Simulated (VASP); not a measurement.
**RbCl: single point with PBEsol**

RbCl:

```xyz
2
Lattice="0.0000 3.2273 3.2273 3.2273 0.0000 3.2273 3.2273 3.2273 0.0000" Properties=species:S:1:pos:R:3 pbc="T T T"
Rb    3.2273    3.2273    3.2273
Cl    0.0000    0.0000    0.0000
```

This cell differs from its parent crystal: volume scaled by 0.960.

```
Program                : VASP 6.6.1
Task                   : single point
Functional             : PBEsol
Potentials or basis    : VASP PAW PBE potentials, release 64 (Rb_sv, Cl)
Cutoff                 : 500 eV
k mesh                 : 8 × 8 × 8
Occupations            : gaussian, width 0.05 eV
Spin                   : no spin polarisation
Dipole correction      : no
Further INCAR settings : ALGO = Normal; EDIFF = 1e-06; NBANDS = 15
```

```yaml
Pressure: 0.8 GPa
Band_gap_on_the_k_mesh: 5.02 eV, direct
```

Levels at points of the mesh, in eV from the valence-band top:
```csv
k point,band 4,band 5,band 6,band 7,band 8,band 9,band 10,band 11,band 12,band 13
"(0.00, 0.00, 0.00)",-7.80,-7.80,0.00,0.00,0.00,5.02,7.93,7.93,7.93,8.95
"(0.50, 0.00, 0.00)",-7.82,-7.76,-0.98,-0.40,-0.40,7.78,8.07,10.29,10.29,11.46
"(0.50, 0.50, 0.00)",-7.93,-7.93,-0.32,-0.10,-0.10,6.02,8.20,9.87,10.13,10.58
```

Run time: 11 s on 1 thread of Intel(R) Xeon(R) 6975P-C (Granite Rapids), on a shared host, peak memory 0.2 GiB.

Caveat: the PAW data sets were made with another functional, which shifts forces and pressure a little. A k mesh can miss the band edges.
